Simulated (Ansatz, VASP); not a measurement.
# PbS in VASP and in Ansatz

```
Pb S
1.0
     0.00000    2.69344    2.69344
     2.69344    0.00000    2.69344
     2.69344    2.69344    0.00000
Pb S
1 1
Direct
  0.00000 0.00000 0.00000
  0.50000 0.50000 0.50000
```

Alike in both runs: task relaxation of cell and atoms; functional PBE; k mesh 13 × 13 × 13; occupations fermi-dirac, width 0.05 eV; no spin polarisation.

```csv
,VASP,Ansatz
version,VASP 6.6.1,Ansatz 0.2.0
potentials or method,"VASP PAW PBE potentials, release 64 (Pb_d, S)","PAW with Ansatz's default frozen-core files, scalar-relativistic"
plane-wave cutoff (eV),600,420
valence electrons in the cell,20,20
```

|  | VASP | Ansatz | Ansatz less VASP |
| --- | --- | --- | --- |
| relaxed volume (Å³/atom) | 27.09 | 27.11 | +0.024 |
| relaxed cell length with the largest relative difference (Å) | 4.247 | 4.249 | +0.0012 |

Neither program's run includes spin-orbit coupling. Noted on VASP's run: the volume moved by over 15 % at a fixed basis, so the end points are rough.
